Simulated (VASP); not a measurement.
# CsH (Fm-3m) in VASP: further runs, part 2 of 3

VASP 6.6.1. Earlier steps stand in the parts before.

### 4 Single point, r2SCAN+D4

This run uses another cell than the first one, of 32.72 Å³/atom, 1.063 times its volume.

Input file POSCAR:

```
CsH
1.0
    0.0000000000      3.1985914399      3.1985914399
    3.1985914399      0.0000000000      3.1985914399
    3.1985914399      3.1985914399      0.0000000000
Cs H
1 1
Direct
    0.0000000000      0.0000000000      0.0000000000
    0.5000000000      0.5000000000      0.5000000000
```

Input file INCAR.step1:

```
SYSTEM = CsH
ALGO = Normal ; EDIFF = 1E-5
ENCUT = 550 ; GGA = PE
GGA_COMPAT = .FALSE. ; ISMEAR = 0
LASPH = .TRUE. ; LCHARG = .FALSE.
LREAL = .FALSE. ; LWAVE = .TRUE.
NBANDS = 12 ; NELM = 120
PREC = Accurate ; SIGMA = 0.01
```

Input file INCAR.step2:

```
SYSTEM = CsH
ALGO = Normal ; EDIFF = 1E-6
ENCUT = 550 ; GGA_COMPAT = .FALSE.
ISIF = 2 ; ISMEAR = 0
ISTART = 1 ; IVDW = 13
LASPH = .TRUE. ; LCHARG = .FALSE.
LMIXTAU = .TRUE. ; LREAL = .FALSE.
LWAVE = .FALSE. ; METAGGA = R2SCAN
NBANDS = 12 ; NELM = 120
PREC = Accurate ; SIGMA = 0.01
VDW_A1 = 0.51559235 ; VDW_A2 = 5.77342911
VDW_S6 = 1.0 ; VDW_S8 = 0.6018749
```

Input file KPOINTS:

```
k-points
0
G
  5 5 5
  0 0 0
```

Potentials or basis: VASP PAW PBE potentials, release 64 (Cs_sv, H).

On the command line:

```sh
> cat potpaw_PBE.64/Cs_sv/POTCAR potpaw_PBE.64/H/POTCAR > POTCAR
> cp INCAR.step1 INCAR
> mpirun -np 1 vasp_std > vasp.out
> cp INCAR.step2 INCAR
> mpirun -np 1 vasp_std > vasp.out
```

OUTCAR:

```text
SYSTEM = CsH
   EDIFF = 1E-6
   ENCUT = 550
   ISIF = 2
   ISMEAR = 0
   ISTART = 1
   IVDW = 13
   LASPH = .TRUE.
   LREAL = .FALSE.
   METAGGA = R2SCAN
   NELM = 120
   PREC = Accurate

 ion  position               nearest neighbor table
   1  0.000  0.000  0.000-
   2  0.500  0.500  0.500-

  LATTYP: Found a face centered cubic cell.
 ALAT       =     6.3971828798

  Lattice vectors:

 A1 = (   0.0000000000,   3.1985914399,   3.1985914399)
 A2 = (   3.1985914399,   0.0000000000,   3.1985914399)
 A3 = (   3.1985914399,   3.1985914399,   0.0000000000)

Analysis of symmetry for initial positions (statically):
=====================================================================
 Subroutine PRICEL returns:
 Original cell was already a primitive cell.

 Routine SETGRP: Setting up the symmetry group for a
 face centered cubic supercell.

 Subroutine GETGRP returns: Found 48 space group operations
 (whereof 48 operations were pure point group operations)
 out of a pool of 48 trial point group operations.

The static configuration has the point symmetry O_h .

Analysis of symmetry for dynamics (positions and initial velocities):
=====================================================================
 Subroutine PRICEL returns:
 Original cell was already a primitive cell.

 Routine SETGRP: Setting up the symmetry group for a
 face centered cubic supercell.

 Subroutine GETGRP returns: Found 48 space group operations
 (whereof 48 operations were pure point group operations)
 out of a pool of 48 trial point group operations.

The dynamic configuration has the point symmetry O_h .

 Subroutine INISYM returns: Found 48 space group operations
 (whereof 48 operations are pure point group operations),
 and found     1 'primitive' translations

----------------------------------------------------------------------------------------

                                     Primitive cell

[... 102 lines left out ...]
   AEXX    =    0.0000 exact exchange contribution
   IVDW    =    13    specifies the selected vdW correction
   LEPSILON=     F    determine dielectric tensor
   LRPA    =     F    only Hartree local field effects (RPA)
 non-spin polarized calculation
 Gauss-broadening in eV      SIGMA  =   0.01
  energy-cutoff  :      550.00
  volume of cell :       65.45
 maximum number of plane-waves:      1936
   NGX = 17   NGY = 17   NGZ = 17

 number of electron       9.9999999 magnetization

 Free energy of the ion-electron system (eV)
  ---------------------------------------------------
  ext. energy  EPLUGINS =         0.00000000
  ---------------------------------------------------
  free energy    TOTEN  =       -28.98897812 eV

  energy without entropy =      -28.98897812  energy(sigma->0) =      -28.98897812

 E-fermi :  -0.2457     XC(G=0):  -7.5179

 val. band max:       -0.3434108814   @ k =   0.4000   0.0000   0.0000
 cond. band min:       2.7745975477   @ k =   0.4000   0.0000   0.0000
 fundamental gap:      3.1180084291
 Fermi energy:        -0.2457053029

 k-point     1 :       0.0000    0.0000    0.0000
  band No.  band energies     occupation
      1     -22.2294      2.00000
      2      -8.3246      2.00000
      3      -8.3246      2.00000
      4      -8.3246      2.00000
      5      -1.7893      2.00000
      6       5.5305      0.00000
      7       5.5305      0.00000
      8       5.5305      0.00000
      9       6.1385      0.00000
     10       7.4216      0.00000
     11       7.4216      0.00000
     12       9.0612      0.00000
[... 121 lines left out ...]
 k-point    10 :      -0.4000    0.4000    0.2000
  band No.  band energies     occupation
      1     -22.1329      2.00000
      2      -8.9075      2.00000
      3      -8.7118      2.00000
      4      -8.5549      2.00000
      5      -0.8065      2.00000
      6       4.1110      0.00000
      7       4.2707      0.00000
      8       6.0660      0.00000
      9       8.0180      0.00000
     10       8.4929      0.00000
     11       9.0056      0.00000
     12      10.5677      0.00000

------------------------ aborting loop because EDIFF is reached ----------------------------------------

  DFT-D4 for vdW energy calculation

  Edisp (eV):   -0.12524

  FORCE on cell =-STRESS in cart. coord.  units (eV):
  Direction    XX          YY          ZZ          XY          YZ          ZX
  --------------------------------------------------------------------------------------
  -------------------------------------------------------------------------------------
  Total      -0.14778    -0.14778    -0.14778    -0.00000    -0.00000     0.00000
  in kB      -3.61764    -3.61764    -3.61764    -0.00000    -0.00000     0.00000
  external pressure =       -3.62 kB  Pullay stress =        0.00 kB

 VOLUME and BASIS-vectors are now :
 -----------------------------------------------------------------------------
  energy-cutoff  :      550.00
  volume of cell :       65.45
      direct lattice vectors                 reciprocal lattice vectors
     0.000000000  3.198591440  3.198591440    -0.156318808  0.156318808  0.156318808
     3.198591440  0.000000000  3.198591440     0.156318808 -0.156318808  0.156318808
     3.198591440  3.198591440  0.000000000     0.156318808  0.156318808 -0.156318808

 POSITION                                       TOTAL-FORCE (eV/Angst)
 -----------------------------------------------------------------------------------
      0.00000      0.00000      0.00000         0.000000     -0.000000      0.000000
      3.19859      3.19859      3.19859        -0.000000      0.000000     -0.000000
 -----------------------------------------------------------------------------------
    total drift:                               -0.000000      0.000000      0.000000

  FREE ENERGIE OF THE ION-ELECTRON SYSTEM (eV)
  ---------------------------------------------------
  free  energy   TOTEN  =       -29.1142147397 eV

  energy  without entropy=      -29.1142147397  energy(sigma->0) =      -29.11421474
```

OSZICAR.step1:

```text
N       E                     dE             d eps       ncg     rms          rms(c)
DAV:   1     0.445959617509E+02    0.44596E+02   -0.41788E+03   240   0.728E+02
DAV:   2    -0.165186834513E+01   -0.46248E+02   -0.44089E+02   292   0.117E+02
DAV:   3    -0.535652930152E+01   -0.37047E+01   -0.36969E+01   300   0.357E+01
DAV:   4    -0.538962946143E+01   -0.33100E-01   -0.33099E-01   272   0.375E+00
DAV:   5    -0.538976343110E+01   -0.13397E-03   -0.13397E-03   308   0.250E-01    0.378E+00
DAV:   6    -0.467146847366E+01    0.71829E+00   -0.60517E-01   280   0.285E+00    0.158E+00
DAV:   7    -0.452825645106E+01    0.14321E+00   -0.63462E-01   264   0.271E+00    0.675E-01
DAV:   8    -0.456014823188E+01   -0.31892E-01   -0.76356E-02   264   0.114E+00    0.447E-01
DAV:   9    -0.455053868411E+01    0.96095E-02   -0.17377E-02   260   0.572E-01    0.386E-02
DAV:  10    -0.455085580787E+01   -0.31712E-03   -0.29383E-03   256   0.200E-01    0.316E-02
DAV:  11    -0.455098036878E+01   -0.12456E-03   -0.35248E-04   260   0.863E-02    0.289E-02
DAV:  12    -0.455094844563E+01    0.31923E-04   -0.94839E-05   272   0.466E-02    0.183E-03
DAV:  13    -0.455094996455E+01   -0.15189E-05   -0.93858E-06   248   0.130E-02
   1 F= -.45509500E+01 E0= -.45509500E+01  d E =-.703804E-17
```

Run time: 88 s. Hardware: 1 thread of Intel Xeon 8259CL, shared host; peak memory 0.22 GiB.

Results:

```
Free energy                : -29.1142 eV
Pressure                   : -0.4 GPa
Band gap on the k mesh     : 3.12 eV, direct
Dispersion energy per atom : -0.063 eV
```

Caveat: the PAW data sets were made with another functional, which shifts forces and pressure a little; spin-orbit coupling is left out, which moves the levels of the heavy elements. A k mesh can miss the band edges.

### 5 Single point, r2SCAN+D4

This run uses another cell than the first one, of 33.70 Å³/atom, 1.095 times its volume.

Input file POSCAR:

```
CsH
1.0
    0.0000000000      3.2299521794      3.2299521794
    3.2299521794      0.0000000000      3.2299521794
    3.2299521794      3.2299521794      0.0000000000
Cs H
1 1
Direct
    0.0000000000      0.0000000000      0.0000000000
    0.5000000000      0.5000000000      0.5000000000
```

Input file INCAR.step1:

```
PREC     = Accurate       # precision mode
ENCUT    = 550            # plane-wave cutoff, eV
ISMEAR   = 0              # smearing method
SIGMA    = 0.01           # smearing width, eV
LREAL    = False          # projectors in reciprocal space
LASPH    = True           # aspherical terms in the spheres
NELM     = 120            # most SCF steps
NBANDS   = 12             # bands
GGA      = PE             # functional
ALGO     = Normal         # electronic algorithm
EDIFF    = 1E-5           # SCF threshold, eV
LWAVE    = True           # write WAVECAR
LCHARG   = False          # write CHGCAR
GGA_COMPAT= False
```

Input file INCAR.step2:

```
PREC     = Accurate       # precision mode
ENCUT    = 550            # plane-wave cutoff, eV
EDIFF    = 1E-6           # SCF threshold, eV
ISMEAR   = 0              # smearing method
SIGMA    = 0.01           # smearing width, eV
LREAL    = False          # projectors in reciprocal space
LASPH    = True           # aspherical terms in the spheres
NELM     = 120            # most SCF steps
ALGO     = Normal         # electronic algorithm
ISIF     = 2              # what is computed and relaxed
LWAVE    = False          # write WAVECAR
LCHARG   = False          # write CHGCAR
METAGGA  = R2SCAN         # meta-GGA
LMIXTAU  = True         
IVDW     = 13             # dispersion correction
VDW_S6   = 1.0          
VDW_S8   = 0.6018749    
VDW_A1   = 0.51559235   
VDW_A2   = 5.77342911   
NBANDS   = 12             # bands
ISTART   = 1            
GGA_COMPAT= False
```

Input file KPOINTS:

```
Automatic mesh
0
Gamma
  5 5 5
```

On the command line:

```sh
> cat potpaw_PBE.64/Cs_sv/POTCAR potpaw_PBE.64/H/POTCAR > POTCAR
> cp INCAR.step1 INCAR
> mpirun -np 1 vasp_std > vasp.out
> cp INCAR.step2 INCAR
> mpirun -np 1 vasp_std > vasp.out
```

Run time: 58 s. Hardware: 1 thread of Intel Xeon 8259CL, shared host; peak memory 0.22 GiB.

It converged, with:

```yaml
Free_energy: -29.1085 eV
Pressure: -0.6 GPa
Band_gap_on_the_k_mesh: 3.14 eV, direct
Dispersion_energy_per_atom: -0.061 eV
```

Levels at points of the mesh, in eV from the valence-band top:
```
           k point  band 3  band 4  band 5  band 6  band 7  band 8
(0.00, 0.00, 0.00)   -8.01   -8.01   -1.39    5.87    5.87    5.87
```

Caveat: the PAW data sets were made with another functional, which shifts forces and pressure a little; spin-orbit coupling is left out, which moves the levels of the heavy elements. A k mesh can miss the band edges.

(Continued in part 3 of 3.)
